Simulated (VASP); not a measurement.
A run of VASP 6.6.1 is set up as follows.

INCAR

```
SYSTEM = ZrB2
PREC = Accurate ; ENCUT = 500
EDIFF = 1E-6 ; ISMEAR = -1
SIGMA = 0.04 ; LREAL = .FALSE.
LASPH = .TRUE. ; NELM = 120
ALGO = Normal ; ISIF = 2
LWAVE = .FALSE. ; LCHARG = .TRUE.
GGA = PE ; LELF = .TRUE.
LVHAR = .TRUE. ; NBANDS = 16
GGA_COMPAT = .FALSE.
```

Contents of KPOINTS:

```
regular mesh
0
G
  7 7 6
  0 0 0
```

The input POSCAR:

```
ZrB2
1.0
    3.1700000000      0.0000000000      0.0000000000
   -1.5850000000      2.7453005300      0.0000000000
    0.0000000000      0.0000000000      3.5330000000
Zr B
1 2
Direct
    0.0000000000      0.0000000000      0.0000000000
    0.6666666667      0.3333333333      0.5000000000
    0.3333333333      0.6666666667      0.5000000000
```

Potentials or basis: VASP PAW PBE potentials, release 64 (Zr_sv, B).

The run is started by

```sh
$ cat potpaw_PBE.64/Zr_sv/POTCAR potpaw_PBE.64/B/POTCAR > POTCAR
$ mpirun -np 1 vasp_std > vasp.out
```

(1) Estimate the band gap on the k mesh.

(2) What does it give for the pressure?

Answers

(1) zero (band 9 reaches 11.29 eV, above the bottom of band 10 at 10.34 eV).

(2) 1.0 GPa.
